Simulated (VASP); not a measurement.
# NaH (Fm-3m) in VASP: further runs

The runs below take NaH through single point, with LDA.

All numbers are computed with VASP 6.6.1; they aren't measurements. Logs are shortened: lines on timing, memory, paths and dates and some standing lists are left out, and cuts for length are marked.

### Step 1. The cell of the first run

It takes space group Fm-3m (No. 225, cubic). Conventional cell: a = 4.880 Å, b = 4.880 Å, c = 4.880 Å, α = 90.00°, β = 90.00°, γ = 90.00°. Within 3.2 Å of Na (site symmetry m-3m) lie 6 H at 2.44 Å. H (site symmetry m-3m) has 6 Na at 2.44 Å within 3.2 Å.

### Step 2. Single point, LDA

INCAR reads:

```
ALGO     = Normal         # electronic algorithm
EDIFF    = 1E-6           # SCF threshold, eV
ENCUT    = 520            # plane-wave cutoff, eV
GGA      = CA             # functional
ISIF     = 2              # what is computed and relaxed
ISMEAR   = 0              # smearing method
LASPH    = True           # aspherical terms in the spheres
LCHARG   = True           # write CHGCAR
LELF     = True           # ELF
LREAL    = False          # projectors in reciprocal space
LVHAR    = True         
LWAVE    = False          # write WAVECAR
NBANDS   = 11             # bands
NELM     = 80             # most SCF steps
PREC     = Accurate       # precision mode
SIGMA    = 0.01           # smearing width, eV
```

KPOINTS reads:

```
k-points
0
Gamma
  7 7 7
```

POSCAR reads:

```
NaH
1.0
    0.0000000000      2.4400000000      2.4400000000
    2.4400000000      0.0000000000      2.4400000000
    2.4400000000      2.4400000000      0.0000000000
Na H
1 1
Direct
    0.0000000000      0.0000000000      0.0000000000
    0.5000000000      0.5000000000      0.5000000000
```

Potentials or basis: VASP PAW LDA potentials, release 64 (Na_pv, H).

Command:

```sh
$ cat potpaw_LDA.64/Na_pv/POTCAR potpaw_LDA.64/H/POTCAR > POTCAR
$ mpirun -np 1 vasp_std > vasp.out
```

OUTCAR:

```text
EDIFF = 1E-6
   ENCUT = 520
   GGA = CA
   ISIF = 2
   ISMEAR = 0
   LASPH = True
   LREAL = False
   NELM = 80
   PREC = Accurate

 ion  position               nearest neighbor table
   1  0.000  0.000  0.000-
   2  0.500  0.500  0.500-

  LATTYP: Found a face centered cubic cell.
 ALAT       =     4.8800000000

  Lattice vectors:

 A1 = (   0.0000000000,   2.4400000000,   2.4400000000)
 A2 = (   2.4400000000,   0.0000000000,   2.4400000000)
 A3 = (   2.4400000000,   2.4400000000,   0.0000000000)

Analysis of symmetry for initial positions (statically):
=====================================================================
 Subroutine PRICEL returns:
 Original cell was already a primitive cell.

 Routine SETGRP: Setting up the symmetry group for a
 face centered cubic supercell.

 Subroutine GETGRP returns: Found 48 space group operations
 (whereof 48 operations were pure point group operations)
 out of a pool of 48 trial point group operations.

The static configuration has the point symmetry O_h .

Analysis of symmetry for dynamics (positions and initial velocities):
=====================================================================
 Subroutine PRICEL returns:
 Original cell was already a primitive cell.

 Routine SETGRP: Setting up the symmetry group for a
 face centered cubic supercell.

 Subroutine GETGRP returns: Found 48 space group operations
 (whereof 48 operations were pure point group operations)
 out of a pool of 48 trial point group operations.

The dynamic configuration has the point symmetry O_h .

 Subroutine INISYM returns: Found 48 space group operations
 (whereof 48 operations are pure point group operations),
 and found     1 'primitive' translations

----------------------------------------------------------------------------------------

                                     Primitive cell

  volume of cell :      29.0536

  direct lattice vectors                    reciprocal lattice vectors
     0.000000000  2.440000000  2.440000000    -0.204918033  0.204918033  0.204918033
     2.440000000  0.000000000  2.440000000     0.204918033 -0.204918033  0.204918033
     2.440000000  2.440000000  0.000000000     0.204918033  0.204918033 -0.204918033

  length of vectors
     3.450681092  3.450681092  3.450681092     0.354928444  0.354928444  0.354928444

  position of ions in fractional coordinates (direct lattice)
     0.000000000  0.000000000  0.000000000
     0.500000000  0.500000000  0.500000000

  ion indices of the primitive-cell ions
   primitive index   ion index
                 1           1
                 2           2

----------------------------------------------------------------------------------------

 KPOINTS: k-points

Automatic generation of k-mesh.
 Grid dimensions read from file:
 generate k-points for:    7    7    7

 Generating k-lattice:

  Cartesian coordinates                     Fractional coordinates (reciprocal lattice)
    -0.029274005  0.029274005  0.029274005     0.142857143  0.000000000  0.000000000
     0.029274005 -0.029274005  0.029274005     0.000000000  0.142857143  0.000000000
     0.029274005  0.029274005 -0.029274005     0.000000000  0.000000000  0.142857143

  Length of vectors
     0.050704063  0.050704063  0.050704063

  Shift w.r.t. Gamma in fractional coordinates (k-lattice)
     0.000000000  0.000000000  0.000000000

 Subroutine IBZKPT returns following result:
 ===========================================

 Found     20 irreducible k-points:

 Following reciprocal coordinates:
            Coordinates               Weight
  0.000000  0.000000  0.000000      1.000000
  0.142857  0.000000  0.000000      8.000000
  0.285714  0.000000  0.000000      8.000000
  0.428571  0.000000  0.000000      8.000000
  0.142857  0.142857  0.000000      6.000000
  0.285714  0.142857  0.000000     24.000000
[... 12 lines left out ...]
 -0.428571  0.428571  0.142857     24.000000
 -0.285714  0.428571  0.142857     24.000000
   k-points           NKPTS =     20   k-points in BZ     NKDIM =     20   number of bands    NBANDS=     11
   number of dos      NEDOS =    301   number of ions     NIONS =      2
   total plane-waves  NPLWV =  21952
   dimension x,y,z NGX =    28 NGY =   28 NGZ =   28
   dimension x,y,z NGXF=    56 NGYF=   56 NGZF=   56
   ions per type =               1   1
   NGX,Y,Z   is equivalent  to a cutoff of  13.49, 13.49, 13.49 a.u.
   NGXF,Y,Z  is equivalent  to a cutoff of  26.98, 26.98, 26.98 a.u.
 SYSTEM =  unknown system
   PREC   = accura    normal or accurate (medium, high low for compatibility)
   ISTART =      0    job   : 0-new  1-cont  2-samecut
   ICHARG =      2    charge: 1-file 2-atom 10-const
   ISPIN  =      1    spin polarized calculation?
   LNONCOLLINEAR =      F non collinear calculations
   LSORBIT =      F    spin-orbit coupling
   LASPH  =      T    aspherical Exc in radial PAW
   ENCUT  =  520.0 eV  38.22 Ry    6.18 a.u.   6.42  6.42  6.42*2*pi/ulx,y,z
   NELM   =     80;   NELMIN=  2; NELMDL= -5     # of ELM steps
   EDIFF  = 0.1E-05   stopping-criterion for ELM
   LREAL  =      F    real-space projection
   EDIFFG = 0.1E-04   stopping-criterion for IOM
   NSW    =      0    number of steps for IOM
   IBRION =     -1    ionic relax: 0-MD 1-quasi-New 2-CG
   NFREE  =      0    steps in history (QN), initial steepest desc. (CG)
   ISIF   =      2    stress and relaxation
   ISYM   =      2    0-nonsym 1-usesym 2-fastsym
   POTIM  = 0.5000    time-step for ionic-motion
   TEBEG  =    0.0;   TEEND  =   0.0 temperature during run
   PSTRESS=    0.0 pullay stress
   NELECT =       8.0000    total number of electrons
   NUPDOWN=      -1.0000    fix difference up-down
   EMIN   =  10.00;   EMAX   =-10.00  energy-range for DOS
   EFERMI =   0.00;   METHOD = LEGACY
   ISMEAR =     0;   SIGMA  =   0.01  broadening in eV -4-tet -1-fermi 0-gaus
   EFERMI_NEDOS =   21; number of points for ismear=-14 and -15
   IALGO  =     38    algorithm
   IMIX   =      4    mixing-type and parameters
     AMIX     =   0.40;   BMIX     =  1.00
     AMIX_MAG =   1.60;   BMIX_MAG =  1.00
  volume/ion in A,a.u.               =      14.53        98.03
  Fermi-wavevector in a.u.,A,eV,Ry     =   1.065054  2.012660 15.433636  1.134340
  Thomas-Fermi vector in A             =   2.200593
   LORBIT       =      0    0 simple, 1 ext, 2 COOP (PROOUT), +10 PAW based schemes
   GGA     = CA    functional components
   LHFCALC =     F    Hartree Fock is set to
   AEXX    =    0.0000 exact exchange contribution
   IVDW    =     0    specifies the selected vdW correction
   LEPSILON=     F    determine dielectric tensor
   LRPA    =     F    only Hartree local field effects (RPA)
 non-spin polarized calculation
 Gauss-broadening in eV      SIGMA  =   0.01
  energy-cutoff  :      520.00
  volume of cell :       29.05
 maximum number of plane-waves:       801
 NGX is ok and might be reduce to    28
   NGX = 13   NGY = 13   NGZ = 13

 number of electron       7.9999996 magnetization

 Free energy of the ion-electron system (eV)
  ---------------------------------------------------
  ext. energy  EPLUGINS =         0.00000000
  ---------------------------------------------------
  free energy    TOTEN  =        -5.37961982 eV

  energy without entropy =       -5.37961982  energy(sigma->0) =       -5.37961982

 E-fermi :  -1.2421     XC(G=0):  -8.1305

 val. band max:       -1.3979301341   @ k =  -0.2857   0.4286   0.1429
 cond. band min:       2.4454773206   @ k =  -0.4286   0.1429   0.0000
 fundamental gap:      3.8434074547
 Fermi energy:        -1.2420752757

 k-point     1 :       0.0000    0.0000    0.0000
  band No.  band energies     occupation
      1     -23.5317      2.00000
      2     -23.5317      2.00000
      3     -23.5317      2.00000
      4      -5.0123      2.00000
      5       8.8221      0.00000
      6      13.6707      0.00000
      7      13.6707      0.00000
      8      13.6707      0.00000
      9      14.5795      0.00000
     10      14.5795      0.00000
     11      14.5795      0.00000

 k-point     2 :       0.1429    0.0000    0.0000
  band No.  band energies     occupation
      1     -23.5486      2.00000
      2     -23.5337      2.00000
      3     -23.5337      2.00000
      4      -4.6645      2.00000
      5       7.6485      0.00000
      6      10.8694      0.00000
      7      12.7765      0.00000
      8      12.7765      0.00000
      9      15.6886      0.00000
     10      15.6886      0.00000
     11      15.8691      0.00000

 k-point     3 :       0.2857    0.0000    0.0000
  band No.  band energies     occupation
      1     -23.5860      2.00000
      2     -23.5383      2.00000
      3     -23.5383      2.00000
      4      -3.6907      2.00000
      5       4.8403      0.00000
      6       9.5675      0.00000
      7      12.0002      0.00000
      8      12.0002      0.00000
      9      15.1753      0.00000
     10      15.1753      0.00000
     11      16.9679      0.00000

 k-point     4 :       0.4286    0.0000    0.0000
  band No.  band energies     occupation
      1     -23.6157      2.00000
      2     -23.5419      2.00000
      3     -23.5419      2.00000
      4      -2.4717      2.00000
      5       2.4704      0.00000
      6       9.1244      0.00000
      7      11.6306      0.00000
      8      11.6306      0.00000
      9      14.4067      0.00000
     10      14.4067      0.00000
     11      16.8824      0.00000
[... 183 lines left out ...]
 k-point    18 :      -0.4286    0.2857    0.1429
  band No.  band energies     occupation
      1     -23.6015      2.00000
      2     -23.5681      2.00000
      3     -23.5507      2.00000
      4      -1.9188      2.00000
      5       3.3325      0.00000
      6       5.7622      0.00000
      7       8.7757      0.00000
      8      13.2213      0.00000
      9      14.4785      0.00000
     10      16.7155      0.00000
     11      19.0680      0.00000

 k-point    19 :      -0.4286    0.4286    0.1429
  band No.  band energies     occupation
      1     -23.6008      2.00000
      2     -23.5694      2.00000
      3     -23.5602      2.00000
      4      -1.6264      2.00000
      5       3.5575      0.00000
      6       5.8679      0.00000
      7       7.4252      0.00000
      8      12.4609      0.00000
      9      12.6682      0.00000
     10      18.1373      0.00000
     11      20.9076      0.00000

 k-point    20 :      -0.2857    0.4286    0.1429
  band No.  band energies     occupation
      1     -23.5897      2.00000
      2     -23.5854      2.00000
      3     -23.5588      2.00000
      4      -1.3979      2.00000
      5       4.0543      0.00000
      6       4.3128      0.00000
      7       7.3852      0.00000
      8      13.0124      0.00000
      9      15.5713      0.00000
     10      17.2387      0.00000
     11      18.0029      0.00000

------------------------ aborting loop because EDIFF is reached ----------------------------------------

  FORCE on cell =-STRESS in cart. coord.  units (eV):
  Direction    XX          YY          ZZ          XY          YZ          ZX
  --------------------------------------------------------------------------------------
  -------------------------------------------------------------------------------------
  Total       -0.4839914     -0.4839914     -0.4839914      0.0000000      0.0000000      0.0000000
  in kB      -26.6900093    -26.6900093    -26.6900093      0.0000000      0.0000000      0.0000000
  external PRESSURE =     -26.6900093 kB  Pullay stress =       0.0000000 kB

 VOLUME and BASIS-vectors are now :
 -----------------------------------------------------------------------------
  energy-cutoff  :      520.00
  volume of cell :       29.05
      direct lattice vectors                 reciprocal lattice vectors
     0.000000000  2.440000000  2.440000000    -0.204918033  0.204918033  0.204918033
     2.440000000  0.000000000  2.440000000     0.204918033 -0.204918033  0.204918033
     2.440000000  2.440000000  0.000000000     0.204918033  0.204918033 -0.204918033

 POSITION                                       TOTAL-FORCE (eV/Angst)
 -----------------------------------------------------------------------------------
      0.00000      0.00000      0.00000         0.000000      0.000000      0.000000
      2.44000      2.44000      2.44000        -0.000000      0.000000     -0.000000
 -----------------------------------------------------------------------------------
    total drift:                               -0.000000     -0.000000     -0.000000

  FREE ENERGIE OF THE ION-ELECTRON SYSTEM (eV)
  ---------------------------------------------------
  free  energy   TOTEN  =        -5.3796198174 eV

  energy  without entropy=       -5.3796198174  energy(sigma->0) =       -5.37961982
```

Run time: 6.1 s. Hardware: 1 thread of Intel Xeon 6975P-C, shared host; peak memory 0.13 GiB.

What came out:

* Free energy: -5.3796 eV
* Pressure: -2.7 GPa
* Band gap on the k mesh: 3.84 eV, indirect (least direct gap 4.50 eV)

A k mesh can miss the band edges. Expect the measured gap to be larger: semilocal functionals such as LDA lack the derivative discontinuity.

### Step 3. Single point, LDA

INCAR reads:

```
SYSTEM = NaH
  ALGO = Normal
  EDIFF = 1E-7
  ENCUT = 520
  ISIF = 2
  ISMEAR = 0
  LASPH = .True.
  LCHARG = .True.
  LELF = .True.
  LREAL = .False.
  LVHAR = .True.
  LWAVE = .False.
  NBANDS = 11
  NELM = 80
  PREC = Accurate
  SIGMA = 0.01
```

KPOINTS reads:

```
k-points
0
Gamma
  7 7 7
  0 0 0
```

POSCAR is that of step 2.

Potentials or basis: VASP PAW LDA potentials, release 64 (Na_pv, H).

Command:

```sh
$ cat potpaw_LDA.64/Na_pv/POTCAR potpaw_LDA.64/H/POTCAR > POTCAR
$ mpirun -np 1 vasp_std > vasp.out
```

Wall time 5.6 s (1 thread of Intel Xeon 6975P-C, shared host); peak memory 0.13 GiB.

It converged, with:

```
Free energy            : -5.3796 eV
Pressure               : -2.7 GPa
Band gap on the k mesh : 3.84 eV, indirect (least direct gap 4.50 eV)
```

Levels at points of the mesh, in eV from the valence-band top:
| k point | band 1 | band 2 | band 3 | band 4 | band 5 | band 6 | band 7 | band 8 |
| --- | --- | --- | --- | --- | --- | --- | --- | --- |
| (0.00, 0.00, 0.00) | -22.13 | -22.13 | -22.13 | -3.61 | 10.22 | 15.07 | 15.07 | 15.07 |

(Continued in part 2 of 2.)
